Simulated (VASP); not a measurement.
# BAs (rocksalt type) (Fm-3m) in VASP: notebook

BAs (rocksalt type) is run at these levels: LDA; tasks: single point.

Program: VASP 6.6.1. These are calculated values, not measurements. Logs are shortened: lines on timing, memory, paths and dates and some standing lists are left out, and cuts for length are marked.

### 1 The cell of the first run

It takes space group Fm-3m (No. 225, cubic). Conventional cell: a = 3.719 Å, b = 3.719 Å, c = 3.719 Å, α = 90.00°, β = 90.00°, γ = 90.00°. B (site symmetry m-3m) has 6 As at 1.86 Å within 2.5 Å. As (site symmetry m-3m) has 6 B at 1.86 Å within 2.5 Å.

### 2 Single point, LDA (volume scaled by 0.55)

The input, INCAR:

```
ALGO     = Normal         # electronic algorithm
EDIFF    = 1E-6           # SCF threshold, eV
ENCUT    = 520            # plane-wave cutoff, eV
GGA      = CA             # functional
ISIF     = 2              # what is computed and relaxed
ISMEAR   = -1             # smearing method
LASPH    = T              # aspherical terms in the spheres
LCHARG   = F              # write CHGCAR
LREAL    = F              # projectors in reciprocal space
LWAVE    = F              # write WAVECAR
NBANDS   = 11             # bands
NELM     = 60             # most SCF steps
PREC     = Accurate       # precision mode
SIGMA    = 0.1            # smearing width, eV
```

The input, KPOINTS:

```
k-points
0
Gamma
  17 17 17
```

The input, POSCAR:

```
BAs
1.0
    0.0000000000      1.8596802768      1.8596802768
    1.8596802768      0.0000000000      1.8596802768
    1.8596802768      1.8596802768      0.0000000000
B As
1 1
Direct
    0.0000000000      0.0000000000      0.0000000000
    0.5000000000      0.5000000000      0.5000000000
```

Potentials or basis: VASP PAW LDA potentials, release 64 (B, As).

Run with:

```
cat potpaw_LDA.64/B/POTCAR potpaw_LDA.64/As/POTCAR > POTCAR
mpirun -np 1 vasp_std > vasp.out
```

OUTCAR:

```text
EDIFF = 1E-6
   ENCUT = 520
   GGA = CA
   ISIF = 2
   ISMEAR = -1
   LASPH = T
   LREAL = F
   NELM = 60
   PREC = Accurate

 ion  position               nearest neighbor table
   1  0.000  0.000  0.000-   2 1.86   2 1.86   2 1.86   2 1.86   2 1.86   2 1.86
   2  0.500  0.500  0.500-   1 1.86   1 1.86   1 1.86   1 1.86   1 1.86   1 1.86

  LATTYP: Found a face centered cubic cell.
 ALAT       =     3.7193605536

  Lattice vectors:

 A1 = (   0.0000000000,   1.8596802768,   1.8596802768)
 A2 = (   1.8596802768,   0.0000000000,   1.8596802768)
 A3 = (   1.8596802768,   1.8596802768,   0.0000000000)

Analysis of symmetry for initial positions (statically):
=====================================================================
 Subroutine PRICEL returns:
 Original cell was already a primitive cell.

 Routine SETGRP: Setting up the symmetry group for a
 face centered cubic supercell.

 Subroutine GETGRP returns: Found 48 space group operations
 (whereof 48 operations were pure point group operations)
 out of a pool of 48 trial point group operations.

The static configuration has the point symmetry O_h .

Analysis of symmetry for dynamics (positions and initial velocities):
=====================================================================
 Subroutine PRICEL returns:
 Original cell was already a primitive cell.

 Routine SETGRP: Setting up the symmetry group for a
 face centered cubic supercell.

 Subroutine GETGRP returns: Found 48 space group operations
 (whereof 48 operations were pure point group operations)
 out of a pool of 48 trial point group operations.

The dynamic configuration has the point symmetry O_h .

 Subroutine INISYM returns: Found 48 space group operations
 (whereof 48 operations are pure point group operations),
 and found     1 'primitive' translations

----------------------------------------------------------------------------------------

                                     Primitive cell

  volume of cell :      12.8631

  direct lattice vectors                    reciprocal lattice vectors
     0.000000000  1.859680277  1.859680277    -0.268863420  0.268863420  0.268863420
     1.859680277  0.000000000  1.859680277     0.268863420 -0.268863420  0.268863420
     1.859680277  1.859680277  0.000000000     0.268863420  0.268863420 -0.268863420

  length of vectors
     2.629985069  2.629985069  2.629985069     0.465685104  0.465685104  0.465685104

  position of ions in fractional coordinates (direct lattice)
     0.000000000  0.000000000  0.000000000
     0.500000000  0.500000000  0.500000000
[... 79 lines left out ...]
   EDIFFG = 0.1E-04   stopping-criterion for IOM
   NSW    =      0    number of steps for IOM
   IBRION =     -1    ionic relax: 0-MD 1-quasi-New 2-CG
   NFREE  =      0    steps in history (QN), initial steepest desc. (CG)
   ISIF   =      2    stress and relaxation
   ISYM   =      2    0-nonsym 1-usesym 2-fastsym
   POTIM  = 0.5000    time-step for ionic-motion
   TEBEG  =    0.0;   TEEND  =   0.0 temperature during run
   PSTRESS=    0.0 pullay stress
   NELECT =       8.0000    total number of electrons
   NUPDOWN=      -1.0000    fix difference up-down
   EMIN   =  10.00;   EMAX   =-10.00  energy-range for DOS
   EFERMI =   0.00;   METHOD = LEGACY
   ISMEAR =    -1;   SIGMA  =   0.10  broadening in eV -4-tet -1-fermi 0-gaus
   EFERMI_NEDOS =   21; number of points for ismear=-14 and -15
   IALGO  =     38    algorithm
   IMIX   =      4    mixing-type and parameters
     AMIX     =   0.40;   BMIX     =  1.00
     AMIX_MAG =   1.60;   BMIX_MAG =  1.00
  volume/ion in A,a.u.               =       6.43        43.40
  Fermi-wavevector in a.u.,A,eV,Ry     =   1.397408  2.640718 26.568763  1.952749
  Thomas-Fermi vector in A             =   2.520667
   LORBIT       =      0    0 simple, 1 ext, 2 COOP (PROOUT), +10 PAW based schemes
   GGA     = CA    functional components
   LHFCALC =     F    Hartree Fock is set to
   AEXX    =    0.0000 exact exchange contribution
   IVDW    =     0    specifies the selected vdW correction
   LEPSILON=     F    determine dielectric tensor
   LRPA    =     F    only Hartree local field effects (RPA)
 non-spin polarized calculation
  energy-cutoff  :      520.00
  volume of cell :       12.86
 maximum number of plane-waves:       357
   NGX =  9   NGY =  9   NGZ =  9

 number of electron       8.0000001 magnetization

 Free energy of the ion-electron system (eV)
  ---------------------------------------------------
  ext. energy  EPLUGINS =         0.00000000
  ---------------------------------------------------
  free energy    TOTEN  =        -5.17037217 eV

  energy without entropy =       -5.15344342  energy(sigma->0) =       -5.16190780

 E-fermi :  18.1001     XC(G=0): -14.4760

 val. band max:       18.0842139943   @ k =  -0.2941   0.1176   0.0000
 cond. band min:      18.1027877148   @ k =  -0.4706   0.3529   0.0000
 fundamental gap:      0.0185737205
 Fermi energy:        18.1000724577

 k-point     1 :       0.0000    0.0000    0.0000
  band No.  band energies     occupation
      1      -6.6999      2.00000
      2      17.3901      1.99835
      3      17.3901      1.99835
      4      17.3901      1.99835
      5      27.2192      0.00000
      6      27.2192      0.00000
      7      27.2192      0.00000
      8      30.1497      0.00000
      9      31.1324      0.00000
     10      31.1324      0.00000
     11      31.1324      0.00000
[... 309 lines left out ...]
 k-point    24 :      -0.1176    0.0588    0.0000
  band No.  band energies     occupation
      1      -6.0395      2.00000
      2      14.5291      2.00000
      3      15.9962      2.00000
      4      17.9215      1.71287
      5      25.8152      0.00000
      6      26.2423      0.00000
      7      27.3440      0.00000
      8      28.0588      0.00000
      9      29.9330      0.00000
     10      31.2542      0.00000
     11      34.9155      0.00000

 [... further k-points ...]
[... 5 lines left out ...]
  --------------------------------------------------------------------------------------
  -------------------------------------------------------------------------------------
  Total       24.1243883     24.1243883     24.1243883     -0.0000000      0.0000000     -0.0000000
  in kB     3004.8447772   3004.8447772   3004.8447772     -0.0000000      0.0000000     -0.0000000
  external PRESSURE =    3004.8447772 kB  Pullay stress =       0.0000000 kB

 VOLUME and BASIS-vectors are now :
 -----------------------------------------------------------------------------
  energy-cutoff  :      520.00
  volume of cell :       12.86
      direct lattice vectors                 reciprocal lattice vectors
     0.000000000  1.859680277  1.859680277    -0.268863420  0.268863420  0.268863420
     1.859680277  0.000000000  1.859680277     0.268863420 -0.268863420  0.268863420
     1.859680277  1.859680277  0.000000000     0.268863420  0.268863420 -0.268863420

 POSITION                                       TOTAL-FORCE (eV/Angst)
 -----------------------------------------------------------------------------------
      0.00000      0.00000      0.00000         0.000000      0.000000      0.000000
      1.85968      1.85968      1.85968        -0.000000     -0.000000     -0.000000
 -----------------------------------------------------------------------------------
    total drift:                                0.000000     -0.000000     -0.000000

  FREE ENERGIE OF THE ION-ELECTRON SYSTEM (eV)
  ---------------------------------------------------
  free  energy   TOTEN  =        -5.1703721715 eV

  energy  without entropy=       -5.1534434242  energy(sigma->0) =       -5.16190780
```

OSZICAR:

```text
N       E                     dE             d eps       ncg     rms          rms(c)
DAV:   1     0.188193703213E+02    0.18819E+02   -0.45169E+03  3681   0.699E+02
DAV:   2    -0.636892500457E+01   -0.25188E+02   -0.24426E+02  4745   0.133E+02
DAV:   3    -0.687544644170E+01   -0.50652E+00   -0.50380E+00  4388   0.153E+01
DAV:   4    -0.687591375723E+01   -0.46732E-03   -0.46729E-03  4042   0.493E-01
DAV:   5    -0.687591394970E+01   -0.19247E-06   -0.19271E-06  4324   0.953E-03    0.114E+01
DAV:   6    -0.544169408727E+01    0.14342E+01   -0.23977E+00  3981   0.833E+00    0.571E+00
DAV:   7    -0.519661079017E+01    0.24508E+00   -0.53358E-01  4315   0.392E+00    0.157E+00
DAV:   8    -0.517114638615E+01    0.25464E-01   -0.10291E-02  3870   0.770E-01    0.245E-01
DAV:   9    -0.517038148653E+01    0.76490E-03   -0.33607E-04  4344   0.134E-01    0.460E-02
DAV:  10    -0.517037262886E+01    0.88577E-05   -0.22556E-05  4059   0.284E-02    0.117E-02
DAV:  11    -0.517037217145E+01    0.45741E-06   -0.68753E-07  2867   0.562E-03
   1 F= -.51703722E+01 E0= -.51619078E+01  d E =-.169287E-01
```

stdout:

```text
POSCAR found type information on POSCAR B As
 POSCAR found :  2 types and       2 ions
 scaLAPACK will be used
 LDA part: xc-table for (Slater(with rela. corr.)+CA(PZ))
 , standard interpolation
 POSCAR, INCAR and KPOINTS ok, starting setup
 FFT: planning ... GRIDC
 FFT: planning ... GRID_SOFT
 FFT: planning ... GRID
 WAVECAR not read
 entering main loop
```

It took 12 s on 1 thread of Intel Xeon 6975P-C (Granite Rapids), shared host; peak memory 0.13 GiB.

What came out:

```yaml
Free_energy: -5.1704 eV
Pressure: 300.5 GPa
Band_gap_on_the_k_mesh: zero (band 4 reaches 18.76 eV, above the bottom of band 5 at 17.07 eV)
```

Levels at points of the mesh, in eV from the Fermi level:
```tsv
k point	band 1	band 2	band 3	band 4	band 5	band 6	band 7	band 8
(0.00, 0.00, 0.00)	-24.80	-0.71	-0.71	-0.71	9.12	9.12	9.12	12.05
```

### 3 Single point, LDA (volume scaled by 0.64)

The input, INCAR:

```
SYSTEM = BAs
PREC = Accurate ; ENCUT = 520
EDIFF = 1E-6 ; ISMEAR = -1
SIGMA = 0.1 ; LREAL = .False.
LASPH = .True. ; NELM = 100
ALGO = Normal ; ISIF = 2
LWAVE = .False. ; LCHARG = .False.
GGA = CA ; NBANDS = 11
```

The input, KPOINTS:

```
Automatic mesh
0
Gamma
  17 17 17
  0 0 0
```

The input, POSCAR:

```
BAs
1.0
    0.0000000000      1.9560384159      1.9560384159
    1.9560384159      0.0000000000      1.9560384159
    1.9560384159      1.9560384159      0.0000000000
B As
1 1
Direct
    0.0000000000      0.0000000000      0.0000000000
    0.5000000000      0.5000000000      0.5000000000
```

Potentials or basis: VASP PAW LDA potentials, release 64 (B, As).

Run with:

```
cat potpaw_LDA.64/B/POTCAR potpaw_LDA.64/As/POTCAR > POTCAR
mpirun -np 1 vasp_std > vasp.out
```

OUTCAR:

```text
SYSTEM = BAs
   PREC = Accurate
   ENCUT = 520
   EDIFF = 1E-6
   ISMEAR = -1
   LREAL = .False.
   LASPH = .True.
   NELM = 100
   ISIF = 2
   GGA = CA

 ion  position               nearest neighbor table
   1  0.000  0.000  0.000-   2 1.96   2 1.96   2 1.96   2 1.96   2 1.96   2 1.96
   2  0.500  0.500  0.500-   1 1.96   1 1.96   1 1.96   1 1.96   1 1.96   1 1.96

  LATTYP: Found a face centered cubic cell.
 ALAT       =     3.9120768318

  Lattice vectors:

[... 513 lines left out ...]
      5      22.3856      0.00000
      6      22.9571      0.00000
      7      23.4875      0.00000
      8      24.8647      0.00000
      9      25.8712      0.00000
     10      26.7858      0.00000
     11      29.1532      0.00000

 [... further k-points ...]
[... 5 lines left out ...]
  --------------------------------------------------------------------------------------
  -------------------------------------------------------------------------------------
  Total       15.6112450     15.6112450     15.6112450     -0.0000000     -0.0000000     -0.0000000
  in kB     1671.0366928   1671.0366928   1671.0366928     -0.0000000     -0.0000000     -0.0000000
  external PRESSURE =    1671.0366928 kB  Pullay stress =       0.0000000 kB

 VOLUME and BASIS-vectors are now :
 -----------------------------------------------------------------------------
  energy-cutoff  :      520.00
  volume of cell :       14.97
      direct lattice vectors                 reciprocal lattice vectors
     0.000000000  1.956038416  1.956038416    -0.255618702  0.255618702  0.255618702
     1.956038416  0.000000000  1.956038416     0.255618702 -0.255618702  0.255618702
     1.956038416  1.956038416  0.000000000     0.255618702  0.255618702 -0.255618702

 POSITION                                       TOTAL-FORCE (eV/Angst)
 -----------------------------------------------------------------------------------
      0.00000      0.00000      0.00000         0.000000     -0.000000      0.000000
      1.95604      1.95604      1.95604         0.000000      0.000000      0.000000
 -----------------------------------------------------------------------------------
    total drift:                                0.000000     -0.000000     -0.000000

  FREE ENERGIE OF THE ION-ELECTRON SYSTEM (eV)
  ---------------------------------------------------
  free  energy   TOTEN  =        -8.1562110296 eV

  energy  without entropy=       -8.1359355326  energy(sigma->0) =       -8.14607328
```

Wall time 18 s (1 thread of Intel Xeon 6975P-C (Granite Rapids), shared host); peak memory 0.15 GiB.

What came out:

* Free energy: -8.1562 eV
* Pressure: 167.1 GPa
* Band gap on the k mesh: zero (band 4 reaches 16.03 eV, above the bottom of band 5 at 13.24 eV)

Levels at points of the mesh, in eV from the Fermi level:
```csv
k point,band 2,band 3,band 4,band 5,band 6,band 7
"(0.00, 0.00, 0.00)",-0.46,-0.46,-0.46,9.11,9.11,9.11
```

### 4 Single point, LDA (volume scaled by 0.88)

The input, INCAR:

```
PREC = Accurate ; ENCUT = 520
EDIFF = 1E-6 ; ISMEAR = -1
SIGMA = 0.1 ; LREAL = F
LASPH = T ; NELM = 100
ALGO = Normal ; ISIF = 2
LWAVE = F ; LCHARG = F
GGA = CA ; NBANDS = 11
```

The input, KPOINTS:

```
regular mesh
0
Gamma
  17 17 17
```

The input, POSCAR:

```
BAs
1.0
    0.0000000000      2.1750952467      2.1750952467
    2.1750952467      0.0000000000      2.1750952467
    2.1750952467      2.1750952467      0.0000000000
B As
1 1
Direct
    0.0000000000      0.0000000000      0.0000000000
    0.5000000000      0.5000000000      0.5000000000
```

Potentials or basis: VASP PAW LDA potentials, release 64 (B, As).

Run with:

```
cat potpaw_LDA.64/B/POTCAR potpaw_LDA.64/As/POTCAR > POTCAR
mpirun -np 1 vasp_std > vasp.out
```

OUTCAR:

```text
PREC = Accurate
   ENCUT = 520
   EDIFF = 1E-6
   ISMEAR = -1
   LREAL = F
   LASPH = T
   NELM = 100
   ISIF = 2
   GGA = CA

 ion  position               nearest neighbor table
   1  0.000  0.000  0.000-   2 2.18   2 2.18   2 2.18   2 2.18   2 2.18   2 2.18
   2  0.500  0.500  0.500-   1 2.18   1 2.18   1 2.18   1 2.18   1 2.18   1 2.18

  LATTYP: Found a face centered cubic cell.
 ALAT       =     4.3501904934

  Lattice vectors:

 A1 = (   0.0000000000,   2.1750952467,   2.1750952467)
[... 511 lines left out ...]
      5      15.6826      0.00000
      6      15.9420      0.00000
      7      17.1474      0.00000
      8      17.8603      0.00000
      9      19.1110      0.00000
     10      19.3190      0.00000
     11      20.8489      0.00000

 [... further k-points ...]
[... 5 lines left out ...]
  --------------------------------------------------------------------------------------
  -------------------------------------------------------------------------------------
  Total        3.3231226      3.3231226      3.3231226     -0.0000000     -0.0000000      0.0000000
  in kB      258.6974270    258.6974270    258.6974270     -0.0000000     -0.0000000      0.0000000
  external PRESSURE =     258.6974270 kB  Pullay stress =       0.0000000 kB

 VOLUME and BASIS-vectors are now :
 -----------------------------------------------------------------------------
  energy-cutoff  :      520.00
  volume of cell :       20.58
      direct lattice vectors                 reciprocal lattice vectors
     0.000000000  2.175095247  2.175095247    -0.229874991  0.229874991  0.229874991
     2.175095247  0.000000000  2.175095247     0.229874991 -0.229874991  0.229874991
     2.175095247  2.175095247  0.000000000     0.229874991  0.229874991 -0.229874991

 POSITION                                       TOTAL-FORCE (eV/Angst)
 -----------------------------------------------------------------------------------
      0.00000      0.00000      0.00000         0.000000      0.000000      0.000000
      2.17510      2.17510      2.17510         0.000000      0.000000      0.000000
 -----------------------------------------------------------------------------------
    total drift:                                0.000000     -0.000000     -0.000000

  FREE ENERGIE OF THE ION-ELECTRON SYSTEM (eV)
  ---------------------------------------------------
  free  energy   TOTEN  =       -10.9928151418 eV

  energy  without entropy=      -10.9691526993  energy(sigma->0) =      -10.98098392
```

OSZICAR:

```text
N       E                     dE             d eps       ncg     rms          rms(c)
DAV:   1     0.108205728737E+02    0.10821E+02   -0.40181E+03  3630   0.663E+02
DAV:   2    -0.108079041068E+02   -0.21628E+02   -0.20793E+02  4846   0.108E+02
DAV:   3    -0.114209844943E+02   -0.61308E+00   -0.60542E+00  4348   0.157E+01
DAV:   4    -0.114222166435E+02   -0.12321E-02   -0.12320E-02  3998   0.747E-01
DAV:   5    -0.114222173383E+02   -0.69484E-06   -0.69557E-06  4196   0.205E-02    0.526E+00
DAV:   6    -0.110282587306E+02    0.39396E+00   -0.11643E+00  3794   0.433E+00    0.261E+00
DAV:   7    -0.109985452076E+02    0.29714E-01   -0.11968E-01  4339   0.174E+00    0.106E+00
DAV:   8    -0.109928671882E+02    0.56780E-02   -0.45569E-03  3795   0.424E-01    0.803E-02
DAV:   9    -0.109928153278E+02    0.51860E-04   -0.23750E-04  4151   0.807E-02    0.289E-02
DAV:  10    -0.109928154769E+02   -0.14913E-06   -0.22841E-05  3963   0.264E-02    0.912E-03
DAV:  11    -0.109928151418E+02    0.33507E-06   -0.24192E-06  2643   0.767E-03
   1 F= -.10992815E+02 E0= -.10980984E+02  d E =-.236624E-01
```

Wall time 17 s (1 thread of Intel Xeon 6975P-C (Granite Rapids), shared host); peak memory 0.15 GiB.

Results:

- Free energy: -10.9928 eV
- Pressure: 25.9 GPa
- Band gap on the k mesh: zero (band 4 reaches 11.21 eV, above the bottom of band 5 at 6.85 eV)

Levels at points of the mesh, in eV from the Fermi level:
```
           k point  band 2  band 3  band 4  band 5  band 6  band 7
(0.00, 0.00, 0.00)   -0.15   -0.15   -0.15    6.10    8.78    8.78
```

### 5 Summary

```tsv
cell	gap on the mesh (eV)	pressure (GPa)
a = 2.630 Å, angles 60.0°, 2 atoms	none	300.5
a = 2.766 Å, angles 60.0°, 2 atoms	none	167.1
a = 3.076 Å, angles 60.0°, 2 atoms	none	25.9
```

Alike in all rows: task single point; level LDA; potentials or basis VASP PAW LDA potentials, release 64 (B, As); no spin polarisation; k mesh 17 × 17 × 17; cutoff (eV) 520; smearing fermi-dirac 0.1 eV.

Total energies depend on the potentials used, so only differences within one code and one set of settings carry meaning.
